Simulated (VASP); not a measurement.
SrO:

```
CELL_PARAMETERS angstrom
0.00000 2.61663 2.61663
2.61663 0.00000 2.61663
2.61663 2.61663 0.00000
ATOMIC_POSITIONS crystal
Sr 0.50000 0.50000 0.50000
O 0.00000 0.00000 0.00000
```

This cell differs from its parent crystal: volume scaled by 1.06.

Base run:

```yaml
Program: VASP 6.6.1
Functional: PBE
Potentials_or_basis: VASP PAW PBE potentials, release 64 (Sr_sv, O)
Cutoff: 520 eV
k_mesh: 9 × 9 × 9
Occupations: fermi-dirac, width 0.05 eV
Spin: no spin polarisation
```

Its results: band gap on the k mesh 3.34 eV, indirect (least direct gap 3.47 eV); pressure -1.3 GPa.

Task: After a change of settings the same cell gave: band gap on the k mesh 3.82 eV, indirect (least direct gap 3.94 eV); pressure -3.2 GPa. Which change was it?
A. functional from PBE to LDA; potentials or basis from VASP PAW PBE potentials, release 64 (Sr_sv, O) to VASP PAW LDA potentials, release 64 (Sr_sv, O)
B. functional from PBE to PBEsol; further incar settings from ALGO = Normal; EDIFF = 1e-06; NBANDS = 15 to ALGO = Normal; EDIFF = 1e-07; NBANDS = 15
C. functional from PBE to r2SCAN
D. functional from PBE to revPBE; dispersion from none to D3(BJ)

Result: C.

r2SCAN gives the wider gap, since meta-GGAs in the generalised Kohn-Sham scheme recover part of the derivative discontinuity.

Caveats: the PAW data sets were made with another functional, which shifts forces and pressure a little (some runs).
